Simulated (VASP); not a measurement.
# Na3BiH6 (Fm-3m) in VASP: a series of runs

Na3BiH6 is run at these levels: PBE; tasks: single point, relaxation of cell and atoms.

All numbers are computed with VASP 6.6.1; they aren't measurements. Logs are shortened: lines on timing, memory, paths and dates and some standing lists are left out, and cuts for length are marked.

### 1 The cell of the first run

Symmetry: Fm-3m, No. 225, cubic system. The conventional cell has a = 8.704 Å, b = 8.704 Å, c = 8.704 Å, α = 90.00°, β = 90.00°, γ = 90.00°. Na (site symmetry -43m) has 12 H at 3.08 Å and 4 Na at 3.77 Å and 4 Bi at 3.77 Å within 4.1 Å. Na (site symmetry m-3m) has 6 H at 2.23 Å within 2.9 Å. Within 2.8 Å of Bi (site symmetry m-3m) lie 6 H at 2.13 Å. H (site symmetry 4mm) has 1 Bi at 2.13 Å and 1 Na at 2.23 Å within 2.8 Å.

### 2 Single point, PBE

INCAR

```
SYSTEM = Na3BiH6
PREC = Accurate ; ENCUT = 520
EDIFF = 1E-6 ; ISMEAR = 0
SIGMA = 0.02 ; LREAL = .FALSE.
LASPH = .TRUE. ; NELM = 100
ALGO = Normal ; ISIF = 2
LWAVE = .FALSE. ; LCHARG = .FALSE.
GGA = PE ; NBANDS = 32
```

KPOINTS

```
Automatic mesh
0
G
  6 6 6
  0 0 0
```

POSCAR

```
Na3BiH6
1.0
    0.0000000000      4.3520845938      4.3520845938
    4.3520845938      0.0000000000      4.3520845938
    4.3520845938      4.3520845938      0.0000000000
Na Bi H
3 1 6
Direct
    0.7500000000      0.7500000000      0.7500000000
    0.2500000000      0.2500000000      0.2500000000
    0.5000000000      0.5000000000      0.5000000000
    0.0000000000      0.0000000000      0.0000000000
    0.7556898811      0.2443101189      0.2443101189
    0.2443101189      0.2443101189      0.7556898811
    0.2443101189      0.7556898811      0.7556898811
    0.2443101189      0.7556898811      0.2443101189
    0.7556898811      0.2443101189      0.7556898811
    0.7556898811      0.7556898811      0.2443101189
```

Potentials or basis: VASP PAW PBE potentials, release 64 (Na_pv, Bi_d, H).

On the command line:

```console
$ cat potpaw_PBE.64/Na_pv/POTCAR potpaw_PBE.64/Bi_d/POTCAR potpaw_PBE.64/H/POTCAR > POTCAR
$ mpirun -np 1 vasp_std > vasp.out
```

OUTCAR:

```text
SYSTEM = Na3BiH6
   PREC = Accurate
   ENCUT = 520
   EDIFF = 1E-6
   ISMEAR = 0
   LREAL = .FALSE.
   LASPH = .TRUE.
   NELM = 100
   ISIF = 2
   GGA = PE

 ion  position               nearest neighbor table
   1  0.750  0.750  0.750-
   2  0.250  0.250  0.250-
   3  0.500  0.500  0.500-
   4  0.000  0.000  0.000-   5 2.13   6 2.13   7 2.13   8 2.13   9 2.13  10 2.13
   5  0.756  0.244  0.244-   4 2.13
   6  0.244  0.244  0.756-   4 2.13
   7  0.244  0.756  0.756-   4 2.13
   8  0.244  0.756  0.244-   4 2.13
   9  0.756  0.244  0.756-   4 2.13
  10  0.756  0.756  0.244-   4 2.13

  LATTYP: Found a face centered cubic cell.
 ALAT       =     8.7041691876

  Lattice vectors:

 A1 = (   0.0000000000,   4.3520845938,   4.3520845938)
 A2 = (   4.3520845938,   0.0000000000,   4.3520845938)
 A3 = (   4.3520845938,   4.3520845938,   0.0000000000)

Analysis of symmetry for initial positions (statically):
=====================================================================
 Subroutine PRICEL returns:
 Original cell was already a primitive cell.

 Routine SETGRP: Setting up the symmetry group for a
 face centered cubic supercell.

 Subroutine GETGRP returns: Found 48 space group operations
 (whereof 48 operations were pure point group operations)
 out of a pool of 48 trial point group operations.

The static configuration has the point symmetry O_h .

Analysis of symmetry for dynamics (positions and initial velocities):
=====================================================================
 Subroutine PRICEL returns:
 Original cell was already a primitive cell.

 Routine SETGRP: Setting up the symmetry group for a
 face centered cubic supercell.

 Subroutine GETGRP returns: Found 48 space group operations
 (whereof 48 operations were pure point group operations)
 out of a pool of 48 trial point group operations.

The dynamic configuration has the point symmetry O_h .

 Subroutine INISYM returns: Found 48 space group operations
 (whereof 48 operations are pure point group operations),
 and found     1 'primitive' translations

----------------------------------------------------------------------------------------

                                     Primitive cell

  volume of cell :     164.8625

  direct lattice vectors                    reciprocal lattice vectors
     0.000000000  4.352084594  4.352084594    -0.114887473  0.114887473  0.114887473
     4.352084594  0.000000000  4.352084594     0.114887473 -0.114887473  0.114887473
     4.352084594  4.352084594  0.000000000     0.114887473  0.114887473 -0.114887473

  length of vectors
     6.154777057  6.154777057  6.154777057     0.198990940  0.198990940  0.198990940

  position of ions in fractional coordinates (direct lattice)
     0.750000000  0.750000000  0.750000000
     0.250000000  0.250000000  0.250000000
     0.500000000  0.500000000  0.500000000
     0.000000000  0.000000000  0.000000000
     0.755689881  0.244310119  0.244310119
     0.244310119  0.244310119  0.755689881
     0.244310119  0.755689881  0.755689881
     0.244310119  0.755689881  0.244310119
     0.755689881  0.244310119  0.755689881
     0.755689881  0.755689881  0.244310119

  ion indices of the primitive-cell ions
   primitive index   ion index
                 1           1
                 2           2
                 3           3
                 4           4
                 5           5
                 6           6
                 7           7
                 8           8
                 9           9
                10          10

----------------------------------------------------------------------------------------

 KPOINTS: Automatic mesh

Automatic generation of k-mesh.
 Grid dimensions read from file:
 generate k-points for:    6    6    6

 Generating k-lattice:

  Cartesian coordinates                     Fractional coordinates (reciprocal lattice)
    -0.019147912  0.019147912  0.019147912     0.166666667  0.000000000  0.000000000
     0.019147912 -0.019147912  0.019147912     0.000000000  0.166666667  0.000000000
     0.019147912  0.019147912 -0.019147912     0.000000000  0.000000000  0.166666667

  Length of vectors
     0.033165157  0.033165157  0.033165157

  Shift w.r.t. Gamma in fractional coordinates (k-lattice)
     0.000000000  0.000000000  0.000000000

 Subroutine IBZKPT returns following result:
 ===========================================

 Found     16 irreducible k-points:

 Following reciprocal coordinates:
            Coordinates               Weight
  0.000000  0.000000  0.000000      1.000000
  0.166667  0.000000  0.000000      8.000000
  0.333333  0.000000  0.000000      8.000000
  0.500000  0.000000  0.000000      4.000000
  0.166667  0.166667  0.000000      6.000000
  0.333333  0.166667  0.000000     24.000000
[... 8 lines left out ...]
 -0.333333  0.333333  0.166667     24.000000
 -0.333333  0.500000  0.166667     12.000000
   k-points           NKPTS =     16   k-points in BZ     NKDIM =     16   number of bands    NBANDS=     32
   number of dos      NEDOS =    301   number of ions     NIONS =     10
   total plane-waves  NPLWV = 110592
   dimension x,y,z NGX =    48 NGY =   48 NGZ =   48
   dimension x,y,z NGXF=    96 NGYF=   96 NGZF=   96
   ions per type =               3   1   6
   NGX,Y,Z   is equivalent  to a cutoff of  12.97, 12.97, 12.97 a.u.
   NGXF,Y,Z  is equivalent  to a cutoff of  25.93, 25.93, 25.93 a.u.
 SYSTEM =  Na3BiH6
   PREC   = accura    normal or accurate (medium, high low for compatibility)
   ISTART =      0    job   : 0-new  1-cont  2-samecut
   ICHARG =      2    charge: 1-file 2-atom 10-const
   ISPIN  =      1    spin polarized calculation?
   LNONCOLLINEAR =      F non collinear calculations
   LSORBIT =      F    spin-orbit coupling
   LASPH  =      T    aspherical Exc in radial PAW
   ENCUT  =  520.0 eV  38.22 Ry    6.18 a.u.  11.44 11.44 11.44*2*pi/ulx,y,z
   NELM   =    100;   NELMIN=  2; NELMDL= -5     # of ELM steps
   EDIFF  = 0.1E-05   stopping-criterion for ELM
   LREAL  =      F    real-space projection
   EDIFFG = 0.1E-04   stopping-criterion for IOM
   NSW    =      0    number of steps for IOM
   IBRION =     -1    ionic relax: 0-MD 1-quasi-New 2-CG
   NFREE  =      0    steps in history (QN), initial steepest desc. (CG)
   ISIF   =      2    stress and relaxation
   ISYM   =      2    0-nonsym 1-usesym 2-fastsym
   POTIM  = 0.5000    time-step for ionic-motion
   TEBEG  =    0.0;   TEEND  =   0.0 temperature during run
   PSTRESS=    0.0 pullay stress
   NELECT =      42.0000    total number of electrons
   NUPDOWN=      -1.0000    fix difference up-down
   EMIN   =  10.00;   EMAX   =-10.00  energy-range for DOS
   EFERMI =   0.00;   METHOD = LEGACY
   ISMEAR =     0;   SIGMA  =   0.02  broadening in eV -4-tet -1-fermi 0-gaus
   EFERMI_NEDOS =   21; number of points for ismear=-14 and -15
   IALGO  =     38    algorithm
   IMIX   =      4    mixing-type and parameters
     AMIX     =   0.40;   BMIX     =  1.00
     AMIX_MAG =   1.60;   BMIX_MAG =  1.00
  volume/ion in A,a.u.               =      16.49       111.25
  Fermi-wavevector in a.u.,A,eV,Ry     =   1.037809  1.961174 14.654110  1.077047
  Thomas-Fermi vector in A             =   2.172264
   LORBIT       =      0    0 simple, 1 ext, 2 COOP (PROOUT), +10 PAW based schemes
   GGA     = PE    functional components
   LHFCALC =     F    Hartree Fock is set to
   AEXX    =    0.0000 exact exchange contribution
   IVDW    =     0    specifies the selected vdW correction
   LEPSILON=     F    determine dielectric tensor
   LRPA    =     F    only Hartree local field effects (RPA)
 non-spin polarized calculation
 Gauss-broadening in eV      SIGMA  =   0.02
  energy-cutoff  :      520.00
  volume of cell :      164.86
 maximum number of plane-waves:      4477
 NGX is ok and might be reduce to    48
   NGX = 23   NGY = 23   NGZ = 23

 number of electron      41.9999974 magnetization

 Free energy of the ion-electron system (eV)
  ---------------------------------------------------
  ext. energy  EPLUGINS =         0.00000000
  ---------------------------------------------------
  free energy    TOTEN  =       -26.45387668 eV

  energy without entropy =      -26.45387668  energy(sigma->0) =      -26.45387668

 E-fermi :   1.4706     XC(G=0):  -7.4924

 val. band max:        1.2933589287   @ k =   0.5000   0.5000   0.0000
 cond. band min:       2.5280493143   @ k =   0.5000   0.5000   0.0000
 fundamental gap:      1.2346903856
 Fermi energy:         1.4706161706

 k-point     1 :       0.0000    0.0000    0.0000
  band No.  band energies     occupation
      1     -23.9277      2.00000
      2     -23.9277      2.00000
      3     -23.9277      2.00000
      4     -23.9251      2.00000
      5     -23.9251      2.00000
      6     -23.9251      2.00000
[... 24 lines left out ...]
     31      10.2426      0.00000
     32      10.2809      0.00000

 k-point     2 :       0.1667    0.0000    0.0000
  band No.  band energies     occupation
      1     -23.9275      2.00000
      2     -23.9275      2.00000
      3     -23.9275      2.00000
      4     -23.9253      2.00000
      5     -23.9252      2.00000
      6     -23.9252      2.00000
[... 24 lines left out ...]
     31       8.9655      0.00000
     32       8.9655      0.00000
[... 453 lines left out ...]
     31       8.2303      0.00000
     32       8.5364      0.00000

 k-point    16 :      -0.3333    0.5000    0.1667
  band No.  band energies     occupation
      1     -23.9282      2.00000
      2     -23.9280      2.00000
      3     -23.9272      2.00000
      4     -23.9256      2.00000
      5     -23.9248      2.00000
      6     -23.9246      2.00000
[... 24 lines left out ...]
     31       7.9546      0.00000
     32       8.3486      0.00000

------------------------ aborting loop because EDIFF is reached ----------------------------------------

  FORCE on cell =-STRESS in cart. coord.  units (eV):
  Direction    XX          YY          ZZ          XY          YZ          ZX
  --------------------------------------------------------------------------------------
  -------------------------------------------------------------------------------------
  Total       -0.0694238     -0.0694238     -0.0694238     -0.0000000      0.0000000     -0.0000000
  in kB       -0.6746784     -0.6746784     -0.6746784     -0.0000000      0.0000000     -0.0000000
  external PRESSURE =      -0.6746784 kB  Pullay stress =       0.0000000 kB

 VOLUME and BASIS-vectors are now :
 -----------------------------------------------------------------------------
  energy-cutoff  :      520.00
  volume of cell :      164.86
      direct lattice vectors                 reciprocal lattice vectors
     0.000000000  4.352084594  4.352084594    -0.114887473  0.114887473  0.114887473
     4.352084594  0.000000000  4.352084594     0.114887473 -0.114887473  0.114887473
     4.352084594  4.352084594  0.000000000     0.114887473  0.114887473 -0.114887473

 POSITION                                       TOTAL-FORCE (eV/Angst)
 -----------------------------------------------------------------------------------
      6.52813      6.52813      6.52813        -0.000000     -0.000000      0.000000
      2.17604      2.17604      2.17604         0.000000      0.000000      0.000000
      4.35208      4.35208      4.35208        -0.000000      0.000000      0.000000
      0.00000      0.00000      0.00000        -0.000000      0.000000      0.000000
      2.12652      4.35208      4.35208        -0.000547      0.000000      0.000000
      4.35208      4.35208      2.12652        -0.000000      0.000000     -0.000547
      6.57765      4.35208      4.35208         0.000547      0.000000      0.000000
      4.35208      2.12652      4.35208        -0.000000     -0.000547      0.000000
      4.35208      6.57765      4.35208        -0.000000      0.000547      0.000000
      4.35208      4.35208      6.57765        -0.000000      0.000000      0.000547
 -----------------------------------------------------------------------------------
    total drift:                               -0.000000      0.000000      0.000000

  FREE ENERGIE OF THE ION-ELECTRON SYSTEM (eV)
  ---------------------------------------------------
  free  energy   TOTEN  =       -26.4538766837 eV

  energy  without entropy=      -26.4538766837  energy(sigma->0) =      -26.45387668
```

Wall time 66 s (1 thread of Intel Xeon 6975P-C (Granite Rapids), shared host); peak memory 0.35 GiB.

What came out:

```
Free energy            : -26.4539 eV
Pressure               : -0.1 GPa
Band gap on the k mesh : 1.23 eV, direct
```

Caveat: spin-orbit coupling is left out, which moves the levels of the heavy elements. A k mesh can miss the band edges.

### 3 Relaxation of cell and atoms, PBE

This run uses another cell than the first one, of 16.31 Å³/atom, 0.989 times its volume.

INCAR

```
SYSTEM = Na3BiH6
ALGO     = Normal         ! electronic algorithm
EDIFF    = 1E-6           ! SCF threshold, eV
EDIFFG   = -0.01          ! ionic threshold
ENCUT    = 600            ! plane-wave cutoff, eV
GGA      = PE             ! functional
IBRION   = 2              ! ionic algorithm
ISIF     = 3              ! what is computed and relaxed
ISMEAR   = 0              ! smearing method
LASPH    = .True.         ! aspherical terms in the spheres
LCHARG   = .False.        ! write CHGCAR
LREAL    = .False.        ! projectors in reciprocal space
LWAVE    = .False.        ! write WAVECAR
NELM     = 100            ! most SCF steps
NSW      = 100            ! ionic steps
PREC     = Accurate       ! precision mode
SIGMA    = 0.02           ! smearing width, eV
```

KPOINTS

```
k-points
0
Gamma
  6 6 6
  0 0 0
```

POSCAR

```
Na3BiH6
1.0
    0.0000000000      4.3361503477      4.3361503477
    4.3361503477      0.0000000000      4.3361503477
    4.3361503477      4.3361503477      0.0000000000
Na Bi H
3 1 6
Direct
    0.7500000000      0.7500000000      0.7500000000
    0.2500000000      0.2500000000      0.2500000000
    0.5000000000      0.5000000000      0.5000000000
    0.0000000000      0.0000000000      0.0000000000
    0.7551570632      0.2448429368      0.2448429368
    0.2448429368      0.2448429368      0.7551570632
    0.2448429368      0.7551570632      0.7551570632
    0.2448429368      0.7551570632      0.2448429368
    0.7551570632      0.2448429368      0.7551570632
    0.7551570632      0.7551570632      0.2448429368
```

Potentials or basis: VASP PAW PBE potentials, release 64 (Na_pv, Bi_d, H).

On the command line:

```console
$ cat potpaw_PBE.64/Na_pv/POTCAR potpaw_PBE.64/Bi_d/POTCAR potpaw_PBE.64/H/POTCAR > POTCAR
$ mpirun -np 1 vasp_std > vasp.out
```

Wall time 3.2 min (1 thread of Intel Xeon 6975P-C (Granite Rapids), shared host); peak memory 0.41 GiB.

It converged, with:

| Item | Value |
| --- | --- |
| Free energy | -26.4555 eV |
| Relaxed volume | 16.48 Å³/atom |
| Relaxed cell | a = 6.155 Å, b = 6.155 Å, c = 6.155 Å, α = 60.00°, β = 60.00°, γ = 60.00° |
| Space group after relaxing (to 0.05 Å) | Fm-3m (No. 225) |
| Energy gained by relaxing | 0.1 meV/atom |
| Ionic steps | 5 |
| Pressure after relaxing | 0.0 GPa |
| Largest force after relaxing | 0.005 eV/Å |
| Band gap on the k mesh | 1.23 eV, direct |

Forces on the atoms (eV/Å):
```
Na   0.000  0.000  0.000
Na   0.000  0.000  0.000
Na   0.000  0.000  0.000
Bi   0.000  0.000  0.000
H    0.005  0.000  0.000
H    0.000  0.000  0.005
H   -0.005  0.000  0.000
H    0.000  0.005  0.000
H    0.000 -0.005  0.000
H    0.000  0.000 -0.005
```

Step by step:
```
step  energy change (eV)  largest force (eV/Å)  pressure (GPa)  volume (Å³)
   1              0.0000                0.0033            0.22       163.06
   2             -0.0006                0.0099            0.13       163.59
   3             -0.0010                0.0210           -0.01       164.46
   4             -0.0011                0.0141            0.01       164.56
   5             -0.0012                0.0046            0.03       164.85
```

Final structure:
```
Na Bi H
1.0
     0.00000    4.35194    4.35194
     4.35194    0.00000    4.35194
     4.35194    4.35194    0.00000
Na Bi H
3 1 6
Direct
  0.75000 0.75000 0.75000
  0.25000 0.25000 0.25000
  0.50000 0.50000 0.50000
  0.00000 0.00000 0.00000
  0.75580 0.24420 0.24420
  0.24420 0.24420 0.75580
  0.24420 0.75580 0.75580
  0.24420 0.75580 0.24420
  0.75580 0.24420 0.75580
  0.75580 0.75580 0.24420
```

Levels at points of the mesh, in eV from the valence-band top:
```csv
k point,band 17,band 18,band 19,band 20,band 21,band 22,band 23,band 24,band 25,band 26
"(0.00, 0.00, 0.00)",-4.25,-4.25,-2.89,-1.60,-1.60,2.42,2.42,2.42,2.57,2.57
"(0.50, 0.00, 0.00)",-4.19,-4.19,-2.10,-2.10,-1.34,1.52,3.02,3.04,3.94,3.94
"(0.50, 0.50, 0.00)",-4.50,-4.50,-3.34,-1.39,0.00,1.23,2.92,3.11,3.11,3.87
```

Caveat: spin-orbit coupling is left out, which moves the levels of the heavy elements. As with any semilocal functional, this PBE gap is likely too small.

### 4 Single point, PBE

This run uses another cell than the first one, of 14.45 Å³/atom, 0.877 times its volume.

INCAR

```
PREC = Accurate
ENCUT = 520
EDIFF = 1E-6
ISMEAR = 0
SIGMA = 0.1
LREAL = F
LASPH = T
NELM = 100
ALGO = Normal
ISIF = 2
LWAVE = F
LCHARG = F
GGA = PE
NBANDS = 32
```

KPOINTS

```
regular mesh
0
Gamma
  4 4 4
```

POSCAR

```
Na3BiH6
1.0
    0.0000000000      4.1653323800      4.1653323800
    4.1653323800      0.0000000000      4.1653323800
    4.1653323800      4.1653323800      0.0000000000
Na Bi H
3 1 6
Direct
    0.7500000000      0.7500000000      0.7500000000
    0.2500000000      0.2500000000      0.2500000000
    0.5000000000      0.5000000000      0.5000000000
    0.0000000000      0.0000000000      0.0000000000
    0.7688339900      0.2311660100      0.2311660100
    0.2311660100      0.2311660100      0.7688339900
    0.2311660100      0.7688339900      0.7688339900
    0.2311660100      0.7688339900      0.2311660100
    0.7688339900      0.2311660100      0.7688339900
    0.7688339900      0.7688339900      0.2311660100
```

On the command line:

```console
$ cat potpaw_PBE.64/Na_pv/POTCAR potpaw_PBE.64/Bi_d/POTCAR potpaw_PBE.64/H/POTCAR > POTCAR
$ mpirun -np 1 vasp_std > vasp.out
```

It took 39 s on 1 thread of Intel Xeon 6975P-C (Granite Rapids), shared host; peak memory 0.32 GiB.

The run converged. Its results:

* Free energy: -25.6618 eV
* Pressure: 6.9 GPa
* Largest force: 1.280 eV/Å
* Band gap on the k mesh: 0.25 eV, direct

Forces in eV/Å, atoms in the order of the input:
```
Na   0.000  0.000  0.000
Na   0.000  0.000  0.000
Na   0.000  0.000  0.000
Bi   0.000  0.000  0.000
H    1.280  0.000  0.000
H    0.000  0.000  1.280
H   -1.280  0.000  0.000
H    0.000  1.280  0.000
H    0.000 -1.280  0.000
H    0.000  0.000 -1.280
```

Levels at points of the mesh, in eV from the valence-band top:
| k point | band 19 | band 20 | band 21 | band 22 | band 23 | band 24 |
| --- | --- | --- | --- | --- | --- | --- |
| (0.00, 0.00, 0.00) | -3.38 | -2.61 | -2.61 | 1.59 | 1.59 | 1.59 |
| (0.50, 0.00, 0.00) | -3.09 | -3.09 | -1.75 | 1.07 | 2.17 | 2.65 |
| (0.50, 0.50, 0.00) | -4.32 | -2.35 | 0.00 | 0.25 | 2.02 | 2.83 |

Caveat: spin-orbit coupling is left out, which moves the levels of the heavy elements; forces of over 1 eV/Å act on the atoms, so gaps and moduli don't describe the material at rest.

### 5 Overview

```tsv
task	cell	k mesh	cutoff (eV)	smearing	gap on the mesh (eV)	pressure (GPa)
single point	a = 6.155 Å, angles 60.0°, 10 atoms	6 × 6 × 6	520	gaussian 0.02 eV	1.23	-0.1
relaxation of cell and atoms	relaxed from a = 6.132 Å, angles 60.0°, 10 atoms	6 × 6 × 6	600	gaussian 0.02 eV	1.23	0.0
single point	a = 5.891 Å, angles 60.0°, 10 atoms	4 × 4 × 4	520	gaussian 0.1 eV	0.25	6.9
```

Alike in all rows: level PBE; potentials or basis VASP PAW PBE potentials, release 64 (Na_pv, Bi_d, H); no spin polarisation.

Caveats: spin-orbit coupling is left out, which moves the levels of the heavy elements; forces of over 1 eV/Å act on the atoms, so gaps and moduli don't describe the material at rest (some runs).

Absolute energies hang on the potentials; compare differences alone.
